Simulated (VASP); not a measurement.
# SnO in VASP: notebook

The runs below take SnO through single point, with PBE+D3(BJ).

All numbers are computed with VASP 6.6.1; they aren't measurements. Logs are shortened: lines on timing, memory, paths and dates and some standing lists are left out, and cuts for length are marked.

**1. The cell of the first run**

The cell holds a slab with vacuum, 8 atoms: a = 3.820 Å, b = 3.820 Å, c = 22.226 Å, α = 90.00°, β = 90.00°, γ = 90.00°.

**2. Single point, PBE+D3(BJ)**

The input, INCAR:

```
PREC = Accurate
ENCUT = 520
EDIFF = 1E-6
ISMEAR = 0
SIGMA = 0.05
LREAL = False
LASPH = True
NELM = 100
ALGO = Normal
ISIF = 2
LWAVE = False
LCHARG = False
LDIPOL = True
IDIPOL = 3
DIPOL = 0.5 0.5 0.394
GGA = PE
IVDW = 12
NBANDS = 50
```

The input, KPOINTS:

```
Automatic mesh
0
Gamma
  7 7 1
```

The input, POSCAR:

```
SnO
1.0
    3.8201636883      0.0000000000      0.0000000000
    0.0000000000      3.8201636883      0.0000000000
    0.0000000000      0.0000000000     22.2260802162
Sn O
4 4
Direct
    0.7500000000      0.2500000000      0.2024648501
    0.2500000000      0.7500000000      0.3087831971
    0.2500000000      1.1250000000      0.4797535150
    0.7500000000      0.6250000000      0.5860718620
    0.2500000000      0.2500000000      0.2556240236
    0.7500000000      0.7500000000      0.2556240236
    0.7500000000      1.1250000000      0.5329126885
    0.2500000000      0.6250000000      0.5329126885
```

Potentials or basis: VASP PAW PBE potentials, release 64 (Sn_d, O).

The run is started by

```bash
cat potpaw_PBE.64/Sn_d/POTCAR potpaw_PBE.64/O/POTCAR > POTCAR
mpirun -np 1 vasp_std > vasp.out
```

OUTCAR:

```text
PREC = Accurate
   ENCUT = 520
   EDIFF = 1E-6
   ISMEAR = 0
   LREAL = False
   LASPH = True
   NELM = 100
   ISIF = 2
   GGA = PE
   IVDW = 12
 IVDW          = 12

 ion  position               nearest neighbor table
   1  0.750  0.250  0.202-   5 2.25   6 2.25   6 2.25   5 2.25   2 3.59   2 3.59   2 3.59   2 3.59

   2  0.250  0.750  0.309-   5 2.25   6 2.25   5 2.25   6 2.25   1 3.59   1 3.59   1 3.59   1 3.59

   3  0.250  0.125  0.480-   7 2.25   8 2.25   8 2.25   7 2.25   4 3.59   4 3.59   4 3.59   4 3.59

   4  0.750  0.625  0.586-   7 2.25   8 2.25   7 2.25   8 2.25   3 3.59   3 3.59   3 3.59   3 3.59

   5  0.250  0.250  0.256-   1 2.25   2 2.25   2 2.25   1 2.25
   6  0.750  0.750  0.256-   1 2.25   2 2.25   1 2.25   2 2.25
   7  0.750  0.125  0.533-   3 2.25   4 2.25   4 2.25   3 2.25
   8  0.250  0.625  0.533-   3 2.25   4 2.25   3 2.25   4 2.25

  LATTYP: Found a simple tetragonal cell.
 ALAT       =     3.8201636883
 C/A-ratio  =     5.8180962989

  Lattice vectors:

 A1 = (   3.8201636883,   0.0000000000,   0.0000000000)
 A2 = (   0.0000000000,   3.8201636883,   0.0000000000)
 A3 = (   0.0000000000,   0.0000000000,  22.2260802162)

Analysis of symmetry for initial positions (statically):
=====================================================================
 Subroutine PRICEL returns:
 Original cell was already a primitive cell.

 Routine SETGRP: Setting up the symmetry group for a
 simple tetragonal supercell.

 Subroutine GETGRP returns: Found  4 space group operations
 (whereof  1 operations were pure point group operations)
 out of a pool of 16 trial point group operations.

The static configuration has the point symmetry C_1 .
 The point group associated with its full space group is C_2h.

Analysis of symmetry for dynamics (positions and initial velocities):
=====================================================================
 Subroutine PRICEL returns:
 Original cell was already a primitive cell.

 Routine SETGRP: Setting up the symmetry group for a
 simple tetragonal supercell.

 Subroutine GETGRP returns: Found  4 space group operations
 (whereof  1 operations were pure point group operations)
 out of a pool of 16 trial point group operations.

The dynamic configuration has the point symmetry C_1 .
 The point group associated with its full space group is C_2h.

 Subroutine INISYM returns: Found  4 space group operations
 (whereof  1 operations are pure point group operations),
 and found     1 'primitive' translations

----------------------------------------------------------------------------------------

                                     Primitive cell

  volume of cell :     324.3596

  direct lattice vectors                    reciprocal lattice vectors
     3.820163688  0.000000000  0.000000000     0.261768888  0.000000000  0.000000000
     0.000000000  3.820163688  0.000000000     0.000000000  0.261768888  0.000000000
     0.000000000  0.000000000 22.226080216     0.000000000  0.000000000  0.044992189

  length of vectors
     3.820163688  3.820163688 22.226080216     0.261768888  0.261768888  0.044992189

  position of ions in fractional coordinates (direct lattice)
     0.750000000  0.250000000  0.202464850
     0.250000000  0.750000000  0.308783197
     0.250000000  0.125000000  0.479753515
     0.750000000  0.625000000  0.586071862
     0.250000000  0.250000000  0.255624024
     0.750000000  0.750000000  0.255624024
     0.750000000  0.125000000  0.532912688
     0.250000000  0.625000000  0.532912688

  ion indices of the primitive-cell ions
   primitive index   ion index
                 1           1
                 2           2
                 3           3
                 4           4
                 5           5
                 6           6
                 7           7
                 8           8

----------------------------------------------------------------------------------------

 KPOINTS: Automatic mesh

Automatic generation of k-mesh.
 Grid dimensions read from file:
 generate k-points for:    7    7    1

 Generating k-lattice:

  Cartesian coordinates                     Fractional coordinates (reciprocal lattice)
     0.037395555  0.000000000  0.000000000     0.142857143  0.000000000  0.000000000
     0.000000000  0.037395555  0.000000000     0.000000000  0.142857143  0.000000000
     0.000000000  0.000000000  0.044992189     0.000000000  0.000000000  1.000000000

  Length of vectors
     0.037395555  0.037395555  0.044992189

  Shift w.r.t. Gamma in fractional coordinates (k-lattice)
     0.000000000  0.000000000  0.000000000

 Subroutine IBZKPT returns following result:
 ===========================================

 Found     16 irreducible k-points:

 Following reciprocal coordinates:
            Coordinates               Weight
  0.000000  0.000000  0.000000      1.000000
  0.142857  0.000000  0.000000      2.000000
  0.000000  0.142857  0.000000      2.000000
  0.285714  0.000000  0.000000      2.000000
  0.000000  0.285714  0.000000      2.000000
  0.428571  0.000000  0.000000      2.000000
[... 8 lines left out ...]
 -0.285714  0.428571  0.000000      4.000000
  0.428571  0.428571  0.000000      4.000000
   k-points           NKPTS =     16   k-points in BZ     NKDIM =     16   number of bands    NBANDS=     50
   number of dos      NEDOS =    301   number of ions     NIONS =      8
   total plane-waves  NPLWV = 131712
   dimension x,y,z NGX =    28 NGY =   28 NGZ =  168
   dimension x,y,z NGXF=    56 NGYF=   56 NGZF=  336
   ions per type =               4   4
   NGX,Y,Z   is equivalent  to a cutoff of  12.19, 12.19, 12.57 a.u.
   NGXF,Y,Z  is equivalent  to a cutoff of  24.37, 24.37, 25.13 a.u.
 SYSTEM =  unknown system
   PREC   = accura    normal or accurate (medium, high low for compatibility)
   ISTART =      0    job   : 0-new  1-cont  2-samecut
   ICHARG =      2    charge: 1-file 2-atom 10-const
   ISPIN  =      1    spin polarized calculation?
   LNONCOLLINEAR =      F non collinear calculations
   LSORBIT =      F    spin-orbit coupling
   LASPH  =      T    aspherical Exc in radial PAW
   ENCUT  =  520.0 eV  38.22 Ry    6.18 a.u.   7.10  7.10 41.33*2*pi/ulx,y,z
   NELM   =    100;   NELMIN=  2; NELMDL= -5     # of ELM steps
   EDIFF  = 0.1E-05   stopping-criterion for ELM
   LREAL  =      F    real-space projection
   EDIFFG = 0.1E-04   stopping-criterion for IOM
   NSW    =      0    number of steps for IOM
   IBRION =     -1    ionic relax: 0-MD 1-quasi-New 2-CG
   NFREE  =      0    steps in history (QN), initial steepest desc. (CG)
   ISIF   =      2    stress and relaxation
   ISYM   =      2    0-nonsym 1-usesym 2-fastsym
   POTIM  = 0.5000    time-step for ionic-motion
   TEBEG  =    0.0;   TEEND  =   0.0 temperature during run
   PSTRESS=    0.0 pullay stress
   NELECT =      80.0000    total number of electrons
   NUPDOWN=      -1.0000    fix difference up-down
   EMIN   =  10.00;   EMAX   =-10.00  energy-range for DOS
   EFERMI =   0.00;   METHOD = LEGACY
   ISMEAR =     0;   SIGMA  =   0.05  broadening in eV -4-tet -1-fermi 0-gaus
   EFERMI_NEDOS =   21; number of points for ismear=-14 and -15
   IALGO  =     38    algorithm
   IMIX   =      4    mixing-type and parameters
     AMIX     =   0.40;   BMIX     =  1.00
     AMIX_MAG =   1.60;   BMIX_MAG =  1.00
  volume/ion in A,a.u.               =      40.54       273.61
  Fermi-wavevector in a.u.,A,eV,Ry     =   1.026666  1.940118 14.341129  1.054043
  Thomas-Fermi vector in A             =   2.160571
   LORBIT       =      0    0 simple, 1 ext, 2 COOP (PROOUT), +10 PAW based schemes
   GGA     = PE    functional components
   LHFCALC =     F    Hartree Fock is set to
   AEXX    =    0.0000 exact exchange contribution
   IVDW    =    12    specifies the selected vdW correction
   LEPSILON=     F    determine dielectric tensor
   LRPA    =     F    only Hartree local field effects (RPA)
 non-spin polarized calculation
 Gauss-broadening in eV      SIGMA  =   0.05
  energy-cutoff  :      520.00
  volume of cell :      324.36
 maximum number of plane-waves:      8769
   NGX = 15   NGY = 15   NGZ = 83

 dipolmoment           0.000000      0.000000      0.000141 electrons x Angstroem

 number of electron      79.9999971 magnetization

 dipolmoment           0.000000      0.000000     -0.000002 electrons x Angstroem

 Free energy of the ion-electron system (eV)
  ---------------------------------------------------
  ext. energy  EPLUGINS =         0.00000000
  ---------------------------------------------------
  free energy    TOTEN  =       -45.13981940 eV

  energy without entropy =      -45.13981940  energy(sigma->0) =      -45.13981940

 E-fermi :   0.1768     XC(G=0):  -5.2685

 val. band max:       -0.0622622167   @ k =   0.2857   0.0000   0.0000
 cond. band min:       2.0547791539   @ k =   0.4286   0.0000   0.0000
 fundamental gap:      2.1170413706
 Fermi energy:         0.1768297382

 k-point     1 :       0.0000    0.0000    0.0000
  band No.  band energies     occupation
      1     -21.0503      2.00000
      2     -21.0503      2.00000
      3     -20.6899      2.00000
      4     -20.6899      2.00000
      5     -20.6537      2.00000
      6     -20.6529      2.00000
[... 42 lines left out ...]
     49       5.2465      0.00000
     50       5.2786      0.00000

 k-point     2 :       0.1429    0.0000    0.0000
  band No.  band energies     occupation
      1     -21.0414      2.00000
      2     -21.0413      2.00000
      3     -20.6905      2.00000
      4     -20.6904      2.00000
      5     -20.6547      2.00000
      6     -20.6532      2.00000
[... 734 lines left out ...]
 k-point    16 :       0.4286    0.4286    0.0000
  band No.  band energies     occupation
      1     -20.9915      2.00000
      2     -20.9912      2.00000
      3     -20.9775      2.00000
      4     -20.9773      2.00000
      5     -20.6573      2.00000
      6     -20.6570      2.00000
[... 42 lines left out ...]
     49       6.2716      0.00000
     50       6.3929      0.00000

------------------------ aborting loop because EDIFF is reached ----------------------------------------

 vacuum level on the upper side and lower side of the slab       (xc-potential included)        -0.127        -0.127

 Edisp (eV)   -1.27404

 E8    (eV) :    -0.5635

  FORCE on cell =-STRESS in cart. coord.  units (eV):
  Direction    XX          YY          ZZ          XY          YZ          ZX
  --------------------------------------------------------------------------------------
  -------------------------------------------------------------------------------------
  Total       0.25804     0.44371     0.20458     0.00000     0.41730     0.00000
  in kB       1.27459     2.19170     1.01051     0.00000     2.06126     0.00000
  external pressure =        1.49 kB  Pullay stress =        0.00 kB

 VOLUME and BASIS-vectors are now :
 -----------------------------------------------------------------------------
  energy-cutoff  :      520.00
  volume of cell :      324.36
      direct lattice vectors                 reciprocal lattice vectors
     3.820163688  0.000000000  0.000000000     0.261768888  0.000000000  0.000000000
     0.000000000  3.820163688  0.000000000     0.000000000  0.261768888  0.000000000
     0.000000000  0.000000000 22.226080216     0.000000000  0.000000000  0.044992189

 POSITION                                       TOTAL-FORCE (eV/Angst)
 -----------------------------------------------------------------------------------
      2.86512      0.95504      4.50000         0.000000     -0.007946     -0.075930
      0.95504      2.86512      6.86304         0.000000     -0.053761      0.051343
      0.95504      0.47752     10.66304         0.000000      0.053761     -0.051343
      2.86512      2.38760     13.02608         0.000000      0.007946      0.075930
      0.95504      0.95504      5.68152         0.000000     -0.039586      0.005782
      2.86512      2.86512      5.68152         0.000000      0.016028      0.009523
      2.86512      0.47752     11.84456         0.000000     -0.016028     -0.009523
      0.95504      2.38760     11.84456         0.000000      0.039586     -0.005782
 -----------------------------------------------------------------------------------
    total drift:                                0.000000     -0.000000     -0.000079

  FREE ENERGIE OF THE ION-ELECTRON SYSTEM (eV)
  ---------------------------------------------------
  free  energy   TOTEN  =       -46.4138563491 eV

  energy  without entropy=      -46.4138563491  energy(sigma->0) =      -46.41385635

 vacuum level on the upper side and lower side of the slab         4.824         4.825
```

Run time: 5.2 min. Hardware: 1 thread of Intel Xeon Platinum 8488C (Sapphire Rapids), shared host; peak memory 0.43 GiB.

What came out:

| Item | Value |
| --- | --- |
| Free energy | -46.4139 eV |
| Largest force | 0.076 eV/Å |
| Band gap on the k mesh | 2.12 eV, indirect (least direct gap 2.32 eV) |
| Dispersion energy per atom | -0.159 eV |

Forces on the atoms (eV/Å):
```
Sn   0.000 -0.008 -0.076
Sn   0.000 -0.054  0.051
Sn   0.000  0.054 -0.051
Sn   0.000  0.008  0.076
O    0.000 -0.040  0.006
O    0.000  0.016  0.010
O    0.000 -0.016 -0.010
O    0.000  0.040 -0.006
```

Caveat: spin-orbit coupling is left out, which moves the levels of the heavy elements.

(Part 1 of 2 ends here.)
